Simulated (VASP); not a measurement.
# SnO (P4/nmm) in VASP: notebook

SnO is run at these levels: pbe exchange, lda correlation; tasks: single point.

Everything below comes from runs of VASP 6.6.1. Logs are shortened: lines on timing, memory, paths and dates and some standing lists are left out, and cuts for length are marked.

### 1 The cell of the first run

Symmetry: P4/nmm, No. 129, tetragonal system. Conventional cell: a = 3.668 Å, b = 3.668 Å, c = 4.674 Å, α = 90.00°, β = 90.00°, γ = 90.00°. Within 2.8 Å of Sn (site symmetry 4mm) lie 4 O at 2.14 Å. Within 2.8 Å of O (site symmetry -4m2) lie 4 Sn at 2.14 Å and 4 O at 2.59 Å.

### 2 Single point, pbe exchange, lda correlation

Input file INCAR:

```
SYSTEM = SnO
PREC = Accurate ; ENCUT = 600
EDIFF = 1E-6 ; ISMEAR = 0
SIGMA = 0.01 ; LREAL = .False.
LASPH = .True. ; NELM = 120
ALGO = Normal ; ISIF = 2
LWAVE = .False. ; LCHARG = .False.
GGA = LIBXC ; LIBXC1 = GGA_X_PBE
LIBXC2 = LDA_C_PW ; NBANDS = 28
GGA_COMPAT = .False.
```

Input file KPOINTS:

```
regular mesh
0
Gamma
  5 5 4
  0 0 0
```

Input file POSCAR:

```
SnO
1.0
    3.6675079764      0.0000000000      0.0000000000
    0.0000000000      3.6675079764      0.0000000000
    0.0000000000      0.0000000000      4.6737410130
Sn O
2 2
Direct
    0.5000000000      0.0000000000      0.2369000000
    0.0000000000      0.5000000000      0.7631000000
    0.0000000000      0.0000000000      0.0000000000
    0.5000000000      0.5000000000      0.0000000000
```

Potentials or basis: VASP PAW PBE potentials, release 64 (Sn_d, O).

Command:

```console
cat potpaw_PBE.64/Sn_d/POTCAR potpaw_PBE.64/O/POTCAR > POTCAR
mpirun -np 1 vasp_std > vasp.out
```

OUTCAR:

```text
SYSTEM = SnO
   PREC = Accurate
   ENCUT = 600
   EDIFF = 1E-6
   ISMEAR = 0
   LREAL = .False.
   LASPH = .True.
   NELM = 120
   ISIF = 2
   GGA = LIBXC

 ion  position               nearest neighbor table
   1  0.500  0.000  0.237-   3 2.14   4 2.14   4 2.14   3 2.14   2 3.41   2 3.41   2 3.41   2 3.41
                             2 3.57   2 3.57   2 3.57   2 3.57
   2  0.000  0.500  0.763-   3 2.14   4 2.14   3 2.14   4 2.14   1 3.41   1 3.41   1 3.41   1 3.41
                             1 3.57   1 3.57   1 3.57   1 3.57
   3  0.000  0.000  0.000-   1 2.14   2 2.14   2 2.14   1 2.14
   4  0.500  0.500  0.000-   1 2.14   2 2.14   1 2.14   2 2.14

  LATTYP: Found a simple tetragonal cell.
 ALAT       =     3.6675079764
 C/A-ratio  =     1.2743642394

  Lattice vectors:

 A1 = (   3.6675079764,   0.0000000000,   0.0000000000)
 A2 = (   0.0000000000,   3.6675079764,   0.0000000000)
 A3 = (   0.0000000000,   0.0000000000,   4.6737410130)

Analysis of symmetry for initial positions (statically):
=====================================================================
 Subroutine PRICEL returns:
 Original cell was already a primitive cell.

 Routine SETGRP: Setting up the symmetry group for a
 simple tetragonal supercell.

 Subroutine GETGRP returns: Found 16 space group operations
 (whereof  8 operations were pure point group operations)
 out of a pool of 16 trial point group operations.

The static configuration has the point symmetry D_2d.
 The point group associated with its full space group is D_4h.

Analysis of symmetry for dynamics (positions and initial velocities):
=====================================================================
 Subroutine PRICEL returns:
 Original cell was already a primitive cell.

 Routine SETGRP: Setting up the symmetry group for a
 simple tetragonal supercell.

 Subroutine GETGRP returns: Found 16 space group operations
 (whereof  8 operations were pure point group operations)
 out of a pool of 16 trial point group operations.

The dynamic configuration has the point symmetry D_2d.
 The point group associated with its full space group is D_4h.

 Subroutine INISYM returns: Found 16 space group operations
 (whereof  8 operations are pure point group operations),
 and found     1 'primitive' translations

----------------------------------------------------------------------------------------

                                     Primitive cell

  volume of cell :      62.8647

  direct lattice vectors                    reciprocal lattice vectors
     3.667507976  0.000000000  0.000000000     0.272664710  0.000000000  0.000000000
     0.000000000  3.667507976  0.000000000     0.000000000  0.272664710  0.000000000
     0.000000000  0.000000000  4.673741013     0.000000000  0.000000000  0.213961364

  length of vectors
     3.667507976  3.667507976  4.673741013     0.272664710  0.272664710  0.213961364

  position of ions in fractional coordinates (direct lattice)
     0.500000000  0.000000000  0.236900000
     0.000000000  0.500000000  0.763100000
     0.000000000  0.000000000  0.000000000
     0.500000000  0.500000000  0.000000000

  ion indices of the primitive-cell ions
   primitive index   ion index
                 1           1
                 2           2
                 3           3
                 4           4

----------------------------------------------------------------------------------------

 KPOINTS: regular mesh

Automatic generation of k-mesh.
 Grid dimensions read from file:
 generate k-points for:    5    5    4

 Generating k-lattice:

  Cartesian coordinates                     Fractional coordinates (reciprocal lattice)
     0.054532942  0.000000000  0.000000000     0.200000000  0.000000000  0.000000000
     0.000000000  0.054532942  0.000000000     0.000000000  0.200000000  0.000000000
     0.000000000  0.000000000  0.053490341     0.000000000  0.000000000  0.250000000

  Length of vectors
     0.054532942  0.054532942  0.053490341

  Shift w.r.t. Gamma in fractional coordinates (k-lattice)
     0.000000000  0.000000000  0.000000000

 Subroutine IBZKPT returns following result:
 ===========================================

 Found     18 irreducible k-points:

 Following reciprocal coordinates:
            Coordinates               Weight
  0.000000  0.000000  0.000000      1.000000
  0.200000  0.000000  0.000000      4.000000
  0.400000  0.000000  0.000000      4.000000
  0.200000  0.200000  0.000000      4.000000
  0.400000  0.200000  0.000000      8.000000
  0.400000  0.400000  0.000000      4.000000
[... 10 lines left out ...]
  0.400000  0.200000  0.500000      8.000000
  0.400000  0.400000  0.500000      4.000000
   k-points           NKPTS =     18   k-points in BZ     NKDIM =     18   number of bands    NBANDS=     28
   number of dos      NEDOS =    301   number of ions     NIONS =      4
   total plane-waves  NPLWV =  36000
   dimension x,y,z NGX =    30 NGY =   30 NGZ =   40
   dimension x,y,z NGXF=    60 NGYF=   60 NGZF=   80
   ions per type =               2   2
   NGX,Y,Z   is equivalent  to a cutoff of  13.60, 13.60, 14.23 a.u.
   NGXF,Y,Z  is equivalent  to a cutoff of  27.20, 27.20, 28.46 a.u.
 SYSTEM =  SnO
   PREC   = accura    normal or accurate (medium, high low for compatibility)
   ISTART =      0    job   : 0-new  1-cont  2-samecut
   ICHARG =      2    charge: 1-file 2-atom 10-const
   ISPIN  =      1    spin polarized calculation?
   LNONCOLLINEAR =      F non collinear calculations
   LSORBIT =      F    spin-orbit coupling
   LASPH  =      T    aspherical Exc in radial PAW
   ENCUT  =  600.0 eV  44.10 Ry    6.64 a.u.   7.32  7.32  9.33*2*pi/ulx,y,z
   NELM   =    120;   NELMIN=  2; NELMDL= -5     # of ELM steps
   EDIFF  = 0.1E-05   stopping-criterion for ELM
   LREAL  =      F    real-space projection
   EDIFFG = 0.1E-04   stopping-criterion for IOM
   NSW    =      0    number of steps for IOM
   IBRION =     -1    ionic relax: 0-MD 1-quasi-New 2-CG
   NFREE  =      0    steps in history (QN), initial steepest desc. (CG)
   ISIF   =      2    stress and relaxation
   ISYM   =      2    0-nonsym 1-usesym 2-fastsym
   POTIM  = 0.5000    time-step for ionic-motion
   TEBEG  =    0.0;   TEEND  =   0.0 temperature during run
   PSTRESS=    0.0 pullay stress
   NELECT =      40.0000    total number of electrons
   NUPDOWN=      -1.0000    fix difference up-down
   EMIN   =  10.00;   EMAX   =-10.00  energy-range for DOS
   EFERMI =   0.00;   METHOD = LEGACY
   ISMEAR =     0;   SIGMA  =   0.01  broadening in eV -4-tet -1-fermi 0-gaus
   EFERMI_NEDOS =   21; number of points for ismear=-14 and -15
   IALGO  =     38    algorithm
   IMIX   =      4    mixing-type and parameters
     AMIX     =   0.40;   BMIX     =  1.00
     AMIX_MAG =   1.60;   BMIX_MAG =  1.00
  volume/ion in A,a.u.               =      15.72       106.06
  Fermi-wavevector in a.u.,A,eV,Ry     =   1.408075  2.660877 26.975948  1.982676
  Thomas-Fermi vector in A             =   2.530270
   LORBIT       =      0    0 simple, 1 ext, 2 COOP (PROOUT), +10 PAW based schemes
   GGA     = LIBXC    functional components
   LHFCALC =     F    Hartree Fock is set to
   AEXX    =    0.0000 exact exchange contribution
   IVDW    =     0    specifies the selected vdW correction
   LEPSILON=     F    determine dielectric tensor
   LRPA    =     F    only Hartree local field effects (RPA)
 non-spin polarized calculation
 Gauss-broadening in eV      SIGMA  =   0.01
  energy-cutoff  :      600.00
  volume of cell :       62.86
 maximum number of plane-waves:      2130
 NGX is ok and might be reduce to    30
   NGX = 15   NGY = 15   NGZ = 19

 number of electron      39.9999978 magnetization

 Free energy of the ion-electron system (eV)
  ---------------------------------------------------
  ext. energy  EPLUGINS =         0.00000000
  ---------------------------------------------------
  free energy    TOTEN  =       -19.21066091 eV

  energy without entropy =      -19.21066091  energy(sigma->0) =      -19.21066091

 E-fermi :   8.9893     XC(G=0): -10.5020

 val. band max:        8.9358724614   @ k =   0.0000   0.0000   0.0000
 cond. band min:       9.2964436360   @ k =   0.4000   0.4000   0.0000
 fundamental gap:      0.3605711747
 Fermi energy:         8.9893207055

 k-point     1 :       0.0000    0.0000    0.0000
  band No.  band energies     occupation
      1     -13.9869      2.00000
      2     -13.3058      2.00000
      3     -13.3058      2.00000
      4     -13.2995      2.00000
      5     -13.2239      2.00000
      6     -13.2187      2.00000
[... 20 lines left out ...]
     27      15.9476      0.00000
     28      16.3941      0.00000

 k-point     2 :       0.2000    0.0000    0.0000
  band No.  band energies     occupation
      1     -13.9649      2.00000
      2     -13.4924      2.00000
      3     -13.2932      2.00000
      4     -13.2920      2.00000
      5     -13.2670      2.00000
      6     -13.2254      2.00000
[... 20 lines left out ...]
     27      16.3484      0.00000
     28      19.0145      0.00000

 k-point     3 :       0.4000    0.0000    0.0000
  band No.  band energies     occupation
      1     -13.9015      2.00000
      2     -13.7603      2.00000
      3     -13.2618      2.00000
      4     -13.2617      2.00000
      5     -13.2420      2.00000
      6     -13.2394      2.00000
[... 20 lines left out ...]
     27      17.1367      0.00000
     28      18.8403      0.00000

 k-point     4 :       0.2000    0.2000    0.0000
  band No.  band energies     occupation
      1     -13.9525      2.00000
      2     -13.6201      2.00000
      3     -13.3038      2.00000
      4     -13.2676      2.00000
      5     -13.2535      2.00000
      6     -13.2252      2.00000
[... 392 lines left out ...]
     27      19.2265      0.00000
     28      19.6122      0.00000

 k-point    17 :       0.4000    0.2000    0.5000
  band No.  band energies     occupation
      1     -13.9116      2.00000
      2     -13.8188      2.00000
      3     -13.2786      2.00000
      4     -13.2672      2.00000
      5     -13.2338      2.00000
      6     -13.2250      2.00000
[... 20 lines left out ...]
     27      19.5128      0.00000
     28      19.7273      0.00000

 k-point    18 :       0.4000    0.4000    0.5000
  band No.  band energies     occupation
      1     -13.9121      2.00000
      2     -13.8804      2.00000
      3     -13.2514      2.00000
      4     -13.2332      2.00000
      5     -13.2183      2.00000
      6     -13.2137      2.00000
[... 20 lines left out ...]
     27      19.5487      0.00000
     28      19.6362      0.00000

------------------------ aborting loop because EDIFF is reached ----------------------------------------

  FORCE on cell =-STRESS in cart. coord.  units (eV):
  Direction    XX          YY          ZZ          XY          YZ          ZX
  --------------------------------------------------------------------------------------
  -------------------------------------------------------------------------------------
  Total       11.8594502     11.8594502      9.4720776      0.0000000      0.0000000      0.0000000
  in kB      302.2514290    302.2514290    241.4065524      0.0000000      0.0000000      0.0000000
  external PRESSURE =     281.9698035 kB  Pullay stress =       0.0000000 kB

 VOLUME and BASIS-vectors are now :
 -----------------------------------------------------------------------------
  energy-cutoff  :      600.00
  volume of cell :       62.86
      direct lattice vectors                 reciprocal lattice vectors
     3.667507976  0.000000000  0.000000000     0.272664710  0.000000000  0.000000000
     0.000000000  3.667507976  0.000000000     0.000000000  0.272664710  0.000000000
     0.000000000  0.000000000  4.673741013     0.000000000  0.000000000  0.213961364

 POSITION                                       TOTAL-FORCE (eV/Angst)
 -----------------------------------------------------------------------------------
      1.83375      0.00000      1.10721         0.000000      0.000000      2.675943
      0.00000      1.83375      3.56653        -0.000000     -0.000000     -2.675943
      0.00000      0.00000      0.00000         0.000000     -0.000000      0.000000
      1.83375      1.83375      0.00000         0.000000      0.000000      0.000000
 -----------------------------------------------------------------------------------
    total drift:                                0.000000      0.000000     -0.000000

  FREE ENERGIE OF THE ION-ELECTRON SYSTEM (eV)
  ---------------------------------------------------
  free  energy   TOTEN  =       -19.2106609063 eV

  energy  without entropy=      -19.2106609063  energy(sigma->0) =      -19.21066091
```

Run time: 26 s. Hardware: 1 thread of Intel Xeon Platinum 8488C (Sapphire Rapids), shared host; peak memory 0.19 GiB.

What came out:

```
Free energy            : -19.2107 eV
Pressure               : 28.2 GPa
Largest force          : 2.676 eV/Å
Band gap on the k mesh : 0.36 eV (least direct gap 2.33 eV)
```

Forces in eV/Å, atoms in the order of the input:
```
Sn   0.000  0.000  2.676
Sn   0.000  0.000 -2.676
O    0.000  0.000  0.000
O    0.000  0.000  0.000
```

Stress tensor (GPa, compression positive):
```
30.23  0.00  0.00
 0.00 30.23  0.00
 0.00  0.00 24.14
```

Caveat: the cell stands under pressure; the PAW data sets were made with another functional, which shifts forces and pressure a little; spin-orbit coupling is left out, which moves the levels of the heavy elements; an odd mesh through Γ misses points on the zone boundary, where band edges can lie.

(Continued in part 2 of 2.)
